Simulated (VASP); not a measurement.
Input of a VASP 6.6.1 run:

File POSCAR:

```
As
1.0
    2.6225712921      0.0000000000      0.0000000000
    0.0000000000      2.6225712921      0.0000000000
    0.0000000000      0.0000000000      2.7847921967
As
1
Direct
    0.5000000000      0.5000000000      0.5000000000
```

Contents of INCAR.step1:

```
SYSTEM = As
  PREC = Accurate
  ENCUT = 520
  ISMEAR = 0
  SIGMA = 0.15
  LREAL = .False.
  LASPH = .True.
  NELM = 80
  NBANDS = 8
  GGA = PE
  ALGO = Normal
  EDIFF = 1E-4
  LWAVE = .True.
  LCHARG = .False.
```

Contents of INCAR.step2:

```
SYSTEM = As
  PREC = Accurate
  ENCUT = 520
  EDIFF = 1E-6
  ISMEAR = 0
  SIGMA = 0.15
  LREAL = .False.
  LASPH = .True.
  NELM = 80
  ALGO = Normal
  ISIF = 2
  LWAVE = .False.
  LCHARG = .False.
  METAGGA = R2SCAN
  LMIXTAU = .True.
  NBANDS = 8
  ISTART = 1
```

Contents of KPOINTS:

```
Automatic mesh
0
Gamma
  18 18 18
  0 0 0
```

Potentials or basis: VASP PAW PBE potentials, release 64 (As).

Command:

```sh
$ cat potpaw_PBE.64/As/POTCAR > POTCAR
$ cp INCAR.step1 INCAR
$ mpirun -np 1 vasp_std > vasp.out
$ cp INCAR.step2 INCAR
$ mpirun -np 1 vasp_std > vasp.out
```

(1) Estimate the pressure.

(2) Estimate the band gap on the k mesh.

Results:

(1) 3.6 GPa.

(2) zero (an odd number of electrons rules out a gap without spin polarisation).

Caveat: the cell differs from its parent crystal (strain -0.030 along x and y, +0.030 along z); the stress differs along the axes, from -3 to 7 GPa; the PAW data sets were made with another functional, which shifts forces and pressure a little.
